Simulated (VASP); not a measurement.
# Mg (Fd-3m) in VASP: further runs

Runs on Mg. Level: PBEsol. Tasks: single point, relaxation of cell and atoms.

All numbers are computed with VASP 6.6.1; they aren't measurements. Logs are shortened: lines on timing, memory, paths and dates and some standing lists are left out, and cuts for length are marked.

**1. The cell of the first run**

Symmetry: Fd-3m, No. 227, cubic system. The conventional cell has a = 6.765 Å, b = 6.765 Å, c = 6.765 Å, α = 90.00°, β = 90.00°, γ = 90.00°. Mg (site symmetry -43m) has 4 Mg at 2.93 Å within 3.9 Å.

This isn't the form of Mg at room conditions, which is hcp.

**2. Single point, PBEsol**

File INCAR:

```
PREC     = Accurate       # precision mode
ENCUT    = 520            # plane-wave cutoff, eV
EDIFF    = 1E-6           # SCF threshold, eV
ISMEAR   = 0              # smearing method
SIGMA    = 0.1            # smearing width, eV
LREAL    = False          # projectors in reciprocal space
LASPH    = True           # aspherical terms in the spheres
NELM     = 100            # most SCF steps
ALGO     = Normal         # electronic algorithm
ISIF     = 2              # what is computed and relaxed
LWAVE    = False          # write WAVECAR
LCHARG   = False          # write CHGCAR
GGA      = PS             # functional
NBANDS   = 9              # bands
```

File KPOINTS:

```
Automatic mesh
0
Gamma
  14 14 14
```

File POSCAR:

```
Mg
1.0
    0.0000000000      3.3827219756      3.3827219756
    3.3827219756      0.0000000000      3.3827219756
    3.3827219756      3.3827219756      0.0000000000
Mg
2
Direct
    0.0000000000      0.0000000000      0.0000000000
    0.2500000000      0.2500000000      0.2500000000
```

Potentials or basis: VASP PAW PBE potentials, release 64 (Mg).

Command:

```bash
cat potpaw_PBE.64/Mg/POTCAR > POTCAR
mpirun -np 1 vasp_std > vasp.out
```

OUTCAR:

```text
PREC = Accurate
   ENCUT = 520
   EDIFF = 1E-6
   ISMEAR = 0
   LREAL = False
   LASPH = True
   NELM = 100
   ISIF = 2
   GGA = PS

 ion  position               nearest neighbor table
   1  0.000  0.000  0.000-   2 2.93   2 2.93   2 2.93   2 2.93
   2  0.250  0.250  0.250-   1 2.93   1 2.93   1 2.93   1 2.93

  LATTYP: Found a face centered cubic cell.
 ALAT       =     6.7654439512

  Lattice vectors:

 A1 = (   0.0000000000,   3.3827219756,   3.3827219756)
 A2 = (   3.3827219756,   0.0000000000,   3.3827219756)
 A3 = (   3.3827219756,   3.3827219756,   0.0000000000)

Analysis of symmetry for initial positions (statically):
=====================================================================
 Subroutine PRICEL returns:
 Original cell was already a primitive cell.

 Routine SETGRP: Setting up the symmetry group for a
 face centered cubic supercell.

 Subroutine GETGRP returns: Found 48 space group operations
 (whereof 24 operations were pure point group operations)
 out of a pool of 48 trial point group operations.

The static configuration has the point symmetry T_d .
 The point group associated with its full space group is O_h .

Analysis of symmetry for dynamics (positions and initial velocities):
=====================================================================
 Subroutine PRICEL returns:
 Original cell was already a primitive cell.

 Routine SETGRP: Setting up the symmetry group for a
 face centered cubic supercell.

 Subroutine GETGRP returns: Found 48 space group operations
 (whereof 24 operations were pure point group operations)
 out of a pool of 48 trial point group operations.

The dynamic configuration has the point symmetry T_d .
 The point group associated with its full space group is O_h .

 Subroutine INISYM returns: Found 48 space group operations
 (whereof 24 operations are pure point group operations),
 and found     1 'primitive' translations

----------------------------------------------------------------------------------------

                                     Primitive cell

  volume of cell :      77.4157

  direct lattice vectors                    reciprocal lattice vectors
     0.000000000  3.382721976  3.382721976    -0.147809960  0.147809960  0.147809960
     3.382721976  0.000000000  3.382721976     0.147809960 -0.147809960  0.147809960
     3.382721976  3.382721976  0.000000000     0.147809960  0.147809960 -0.147809960

  length of vectors
     4.783891296  4.783891296  4.783891296     0.256014361  0.256014361  0.256014361

  position of ions in fractional coordinates (direct lattice)
     0.000000000  0.000000000  0.000000000
     0.250000000  0.250000000  0.250000000

  ion indices of the primitive-cell ions
   primitive index   ion index
                 1           1
                 2           2

----------------------------------------------------------------------------------------

 KPOINTS: Automatic mesh

Automatic generation of k-mesh.
 Grid dimensions read from file:
 generate k-points for:   14   14   14

 Generating k-lattice:

  Cartesian coordinates                     Fractional coordinates (reciprocal lattice)
    -0.010557854  0.010557854  0.010557854     0.071428571  0.000000000  0.000000000
     0.010557854 -0.010557854  0.010557854     0.000000000  0.071428571  0.000000000
     0.010557854  0.010557854 -0.010557854     0.000000000  0.000000000  0.071428571

  Length of vectors
     0.018286740  0.018286740  0.018286740

  Shift w.r.t. Gamma in fractional coordinates (k-lattice)
     0.000000000  0.000000000  0.000000000

 Subroutine IBZKPT returns following result:
 ===========================================

 Found    104 irreducible k-points:

 Following reciprocal coordinates:
            Coordinates               Weight
  0.000000  0.000000  0.000000      1.000000
  0.071429  0.000000  0.000000      8.000000
  0.142857  0.000000  0.000000      8.000000
  0.214286  0.000000  0.000000      8.000000
  0.285714  0.000000  0.000000      8.000000
  0.357143  0.000000  0.000000      8.000000
[... 16 lines left out ...]
  0.214286  0.142857  0.000000     24.000000
  0.285714  0.142857  0.000000     24.000000
 [... further k-points ...]
   k-points           NKPTS =    104   k-points in BZ     NKDIM =    104   number of bands    NBANDS=      9
   number of dos      NEDOS =    301   number of ions     NIONS =      2
   total plane-waves  NPLWV =  46656
   dimension x,y,z NGX =    36 NGY =   36 NGZ =   36
   dimension x,y,z NGXF=    72 NGYF=   72 NGZF=   72
   ions per type =               2
   NGX,Y,Z   is equivalent  to a cutoff of  12.51, 12.51, 12.51 a.u.
   NGXF,Y,Z  is equivalent  to a cutoff of  25.02, 25.02, 25.02 a.u.
 SYSTEM =  unknown system
   PREC   = accura    normal or accurate (medium, high low for compatibility)
   ISTART =      0    job   : 0-new  1-cont  2-samecut
   ICHARG =      2    charge: 1-file 2-atom 10-const
   ISPIN  =      1    spin polarized calculation?
   LNONCOLLINEAR =      F non collinear calculations
   LSORBIT =      F    spin-orbit coupling
   LASPH  =      T    aspherical Exc in radial PAW
   ENCUT  =  520.0 eV  38.22 Ry    6.18 a.u.   8.89  8.89  8.89*2*pi/ulx,y,z
   NELM   =    100;   NELMIN=  2; NELMDL= -5     # of ELM steps
   EDIFF  = 0.1E-05   stopping-criterion for ELM
   LREAL  =      F    real-space projection
   EDIFFG = 0.1E-04   stopping-criterion for IOM
   NSW    =      0    number of steps for IOM
   IBRION =     -1    ionic relax: 0-MD 1-quasi-New 2-CG
   NFREE  =      0    steps in history (QN), initial steepest desc. (CG)
   ISIF   =      2    stress and relaxation
   ISYM   =      2    0-nonsym 1-usesym 2-fastsym
   POTIM  = 0.5000    time-step for ionic-motion
   TEBEG  =    0.0;   TEEND  =   0.0 temperature during run
   PSTRESS=    0.0 pullay stress
   NELECT =       4.0000    total number of electrons
   NUPDOWN=      -1.0000    fix difference up-down
   EMIN   =  10.00;   EMAX   =-10.00  energy-range for DOS
   EFERMI =   0.00;   METHOD = LEGACY
   ISMEAR =     0;   SIGMA  =   0.10  broadening in eV -4-tet -1-fermi 0-gaus
   EFERMI_NEDOS =   21; number of points for ismear=-14 and -15
   IALGO  =     38    algorithm
   IMIX   =      4    mixing-type and parameters
     AMIX     =   0.40;   BMIX     =  1.00
     AMIX_MAG =   1.60;   BMIX_MAG =  1.00
  volume/ion in A,a.u.               =      38.71       261.21
  Fermi-wavevector in a.u.,A,eV,Ry     =   0.609750  1.152261  5.058580  0.371795
  Thomas-Fermi vector in A             =   1.665060
   LORBIT       =      0    0 simple, 1 ext, 2 COOP (PROOUT), +10 PAW based schemes
   GGA     = PS    functional components
   LHFCALC =     F    Hartree Fock is set to
   AEXX    =    0.0000 exact exchange contribution
   IVDW    =     0    specifies the selected vdW correction
   LEPSILON=     F    determine dielectric tensor
   LRPA    =     F    only Hartree local field effects (RPA)
 non-spin polarized calculation
 Gauss-broadening in eV      SIGMA  =   0.10
  energy-cutoff  :      520.00
  volume of cell :       77.42
 maximum number of plane-waves:      2106
   NGX = 17   NGY = 17   NGZ = 17

 number of electron       4.0000000 magnetization

 Free energy of the ion-electron system (eV)
  ---------------------------------------------------
  ext. energy  EPLUGINS =         0.00000000
  ---------------------------------------------------
  free energy    TOTEN  =        -1.78649796 eV

  energy without entropy =       -1.78031152  energy(sigma->0) =       -1.78340474

 E-fermi :   0.1811     XC(G=0):  -6.8686

 val. band max:        0.1735884660   @ k =  -0.2143   0.2143   0.0000
 cond. band min:       0.2156961558   @ k =  -0.3571   0.2857   0.0714
 fundamental gap:      0.0421076897
 Fermi energy:         0.1811102642

 k-point     1 :       0.0000    0.0000    0.0000
  band No.  band energies     occupation
      1      -4.8701      2.00000
      2       3.4782      0.00000
      3       3.4782      0.00000
      4       3.4782      0.00000
      5       4.5218      0.00000
      6       4.5218      0.00000
      7       4.5218      0.00000
      8       6.2469      0.00000
      9       7.0581      0.00000

 k-point     2 :       0.0714    0.0000    0.0000
  band No.  band energies     occupation
      1      -4.8225      2.00000
      2       2.9275      0.00000
      3       3.3651      0.00000
      4       3.3651      0.00000
      5       4.6729      0.00000
      6       4.6777      0.00000
      7       4.6777      0.00000
      8       6.4950      0.00000
      9       7.1876      0.00000

 k-point     3 :       0.1429    0.0000    0.0000
  band No.  band energies     occupation
      1      -4.6803      2.00000
      2       1.9789      0.00000
      3       3.1488      0.00000
      4       3.1488      0.00000
      5       4.6493      0.00000
      6       4.9746      0.00000
      7       4.9746      0.00000
      8       6.8407      0.00000
      9       6.8410      0.00000

 k-point     4 :       0.2143    0.0000    0.0000
  band No.  band energies     occupation
      1      -4.4456      2.00000
      2       1.0020      0.00000
      3       2.9442      0.00000
      4       2.9442      0.00000
      5       4.5044      0.00000
      6       5.1240      0.00000
      7       5.1240      0.00000
      8       6.8040      0.00000
      9       6.8040      0.00000
[... 205 lines left out ...]
 k-point    22 :       0.1429    0.1429    0.0000
  band No.  band energies     occupation
      1      -4.6167      2.00000
      2       2.5145      0.00000
      3       2.5738      0.00000
      4       2.5738      0.00000
      5       3.8422      0.00000
      6       5.5314      0.00000
      7       5.7422      0.00000
      8       5.7422      0.00000
      9       7.5529      0.00000

 k-point    23 :       0.2143    0.1429    0.0000
  band No.  band energies     occupation
      1      -4.4436      2.00000
      2       1.6890      0.00000
      3       2.3396      0.00000
      4       2.4924      0.00000
      5       3.8486      0.00000
      6       5.1122      0.00000
      7       5.9387      0.00000
      8       6.0876      0.00000
      9       7.7230      0.00000

 k-point    24 :       0.2857    0.1429    0.0000
  band No.  band energies     occupation
      1      -4.1795      2.00000
      2       0.7762      0.00000
      3       2.1751      0.00000
      4       2.2426      0.00000
      5       3.9700      0.00000
      6       5.0958      0.00000
      7       5.8921      0.00000
      8       6.1305      0.00000
      9       7.9671      0.00000

 [... further k-points ...]

------------------------ aborting loop because EDIFF is reached ----------------------------------------

  FORCE on cell =-STRESS in cart. coord.  units (eV):
  Direction    XX          YY          ZZ          XY          YZ          ZX
  --------------------------------------------------------------------------------------
  -------------------------------------------------------------------------------------
  Total        0.0230075      0.0230075      0.0230075     -0.0000000      0.0000000     -0.0000000
  in kB        0.4761582      0.4761582      0.4761582     -0.0000000      0.0000000     -0.0000000
  external PRESSURE =       0.4761582 kB  Pullay stress =       0.0000000 kB

 VOLUME and BASIS-vectors are now :
 -----------------------------------------------------------------------------
  energy-cutoff  :      520.00
  volume of cell :       77.42
      direct lattice vectors                 reciprocal lattice vectors
     0.000000000  3.382721976  3.382721976    -0.147809960  0.147809960  0.147809960
     3.382721976  0.000000000  3.382721976     0.147809960 -0.147809960  0.147809960
     3.382721976  3.382721976  0.000000000     0.147809960  0.147809960 -0.147809960

 POSITION                                       TOTAL-FORCE (eV/Angst)
 -----------------------------------------------------------------------------------
      0.00000      0.00000      0.00000        -0.000000     -0.000000     -0.000000
      1.69136      1.69136      1.69136         0.000000      0.000000      0.000000
 -----------------------------------------------------------------------------------
    total drift:                                0.000000      0.000000     -0.000000

  FREE ENERGIE OF THE ION-ELECTRON SYSTEM (eV)
  ---------------------------------------------------
  free  energy   TOTEN  =        -1.7864979575 eV

  energy  without entropy=       -1.7803115178  energy(sigma->0) =       -1.78340474
```

It took 56 s on 1 thread of Oxide Virtual Turin-like, shared host; peak memory 0.2 GiB.

Results:

```yaml
Free_energy: -1.7865 eV
Pressure: 0.0 GPa
Band_gap_on_the_k_mesh: zero (bands 2 and 3 overlap by 3.83 eV)
```

Levels at points of the mesh, in eV from the Fermi level:
```
           k point  band 1  band 2  band 3  band 4  band 5
(0.00, 0.00, 0.00)   -5.05    3.30    3.30    3.30    4.34
(0.50, 0.00, 0.00)   -3.23   -1.97    2.41    2.41    3.99
(0.50, 0.50, 0.00)   -2.05   -2.05    1.00    1.00    2.44
```

Caveat: the PAW data sets were made with another functional, which shifts forces and pressure a little.

**3. Relaxation of cell and atoms, PBEsol**

This run uses another cell than the first one, of 38.59 Å³/atom.

File INCAR:

```
PREC = Accurate
ENCUT = 600
EDIFF = 1E-6
ISMEAR = 0
SIGMA = 0.1
LREAL = F
LASPH = T
NELM = 100
ALGO = Normal
ISIF = 3
LWAVE = F
LCHARG = F
GGA = PS
IBRION = 2
NSW = 100
EDIFFG = -0.01
```

KPOINTS is that of step 2.

File POSCAR:

```
Mg
1.0
    0.0000000000      3.3791910445      3.3791910445
    3.3791910445      0.0000000000      3.3791910445
    3.3791910445      3.3791910445      0.0000000000
Mg
2
Direct
    0.0000000000      0.0000000000      0.0000000000
    0.2500000000      0.2500000000      0.2500000000
```

Potentials or basis: VASP PAW PBE potentials, release 64 (Mg).

Command:

```bash
cat potpaw_PBE.64/Mg/POTCAR > POTCAR
mpirun -np 1 vasp_std > vasp.out
```

Run time: 96 s. Hardware: 1 thread of Oxide Virtual Turin-like, shared host; peak memory 0.25 GiB.

It converged, with:

| Item | Value |
| --- | --- |
| Free energy | -1.7866 eV |
| Relaxed volume | 38.86 Å³/atom |
| Relaxed cell | a = 4.790 Å, b = 4.790 Å, c = 4.790 Å, α = 60.00°, β = 60.00°, γ = 60.00° |
| Space group after relaxing (to 0.1 Å) | Fd-3m (No. 227) |
| Energy gained by relaxing | 0.1 meV/atom |
| Ionic steps | 3 |
| Pressure after relaxing | 0.0 GPa |
| Band gap on the k mesh | zero (bands 2 and 3 overlap by 3.81 eV) |

Step by step:
```tsv
step	energy change (eV)	largest force (eV/Å)	pressure (GPa)	volume (Å³)
1	0.0000	0.0000	0.09	77.17
2	-0.0001	0.0000	0.05	77.41
3	-0.0001	0.0000	0.00	77.72
```

Final structure:
```
Mg
1.0
     0.00000    3.38710    3.38710
     3.38710    0.00000    3.38710
     3.38710    3.38710    0.00000
Mg
2
Direct
  0.00000 0.00000 0.00000
  0.25000 0.25000 0.25000
```

Levels at points of the mesh, in eV from the Fermi level:
```csv
k point,band 1,band 2,band 3,band 4,band 5
"(0.00, 0.00, 0.00)",-5.04,3.29,3.29,3.29,4.33
"(0.50, 0.00, 0.00)",-3.23,-1.97,2.41,2.41,3.97
"(0.50, 0.50, 0.00)",-2.05,-2.05,0.99,0.99,2.44
```

Caveat: the PAW data sets were made with another functional, which shifts forces and pressure a little.

The gap in the log of VASP goes by the Fermi energy; the results here count the filled bands.